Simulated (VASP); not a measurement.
ZrNb2O4: single point with PBE

Crystal: ZrNb2O4.

```
CELL_PARAMETERS angstrom
3.31383 1.91324 3.55770
-3.31383 1.91324 3.55770
0.00000 -3.82648 3.55770
ATOMIC_POSITIONS crystal
Zr 0.00000 0.00000 0.00000
Nb 0.32463 0.32463 0.32463
Nb 0.67537 0.67537 0.67537
O 0.50000 0.50000 0.00000
O 0.00000 0.50000 0.50000
O 0.50000 0.00000 0.50000
O 0.50000 0.50000 0.50000
```

The cell was built from a structure type or drawn by symmetry, and may not be a known phase.

* Program: VASP 6.6.1
* Task: single point
* Functional: PBE
* Potentials or basis: VASP PAW PBE potentials, release 64 (Zr_sv, Nb_sv, O)
* Cutoff: 520 eV
* k mesh: 6 × 6 × 6
* Occupations: gaussian, width 0.1 eV
* Spin: collinear spin
* Starting moments: [1.42, 0.0, 0.0, 0.0, 0.0, 0.0, 0.0] μB
* Dipole correction: no
* Further INCAR settings: ALGO = Normal; EDIFF = 1e-06; NBANDS = 44

```json
{
  "Pressure": "-0.2 GPa",
  "Largest force": "0.022 eV/Å",
  "Net moment": "2.24 μB per cell",
  "Site moments": "Zr +1.17; Nb +0.06; O +0.01, +0.00 (each value once) μB",
  "Valence electrons inside the program's atomic spheres": "Zr 9.67; Nb 10.61; O 5.04, 5.08 (each value once)"
}
```

Forces in eV/Å, atoms in the order of the input:
```
Zr   0.000  0.000  0.000
Nb   0.000  0.000  0.022
Nb   0.000  0.000 -0.022
O    0.000  0.000  0.000
O    0.000  0.000  0.000
O    0.000  0.000  0.000
O    0.000  0.000  0.000
```

Stress tensor (GPa, compression positive):
```
-0.26  0.00  0.00
 0.00 -0.26  0.00
 0.00  0.00 -0.16
```

Levels at points of the mesh, in eV from the Fermi level:
Spin up:
```tsv
k point	band 29	band 30	band 31	band 32	band 33	band 34	band 35	band 36
(0.00, 0.00, 0.00)	-2.52	-1.45	-1.45	-0.76	-0.76	-0.45	0.83	0.83
(0.50, 0.00, 0.00)	-1.34	-0.37	-0.30	-0.28	-0.06	0.24	0.35	0.73
(0.50, 0.50, 0.00)	-1.13	-0.17	-0.14	0.29	0.45	0.46	0.66	0.74
(0.50, 0.50, 0.50)	-0.73	-0.73	-0.54	-0.43	0.26	0.28	0.28	1.33
```
Spin down:
```tsv
k point	band 27	band 28	band 29	band 30	band 31	band 32	band 33	band 34
(0.00, 0.00, 0.00)	-2.83	-2.83	-1.96	-1.05	-1.05	-0.12	-0.12	0.50
(0.50, 0.00, 0.00)	-3.52	-2.89	-0.82	-0.30	-0.02	0.54	0.97	1.19
(0.50, 0.50, 0.00)	-4.73	-3.19	-0.69	0.28	0.64	1.03	1.10	1.32
(0.50, 0.50, 0.50)	-4.90	-4.52	-0.01	-0.01	0.01	0.52	0.74	1.03
```

Wall time 4.1 min on 1 thread of Intel(R) Xeon(R) 6975P-C (Granite Rapids), on a shared host, peak memory 0.46 GiB.
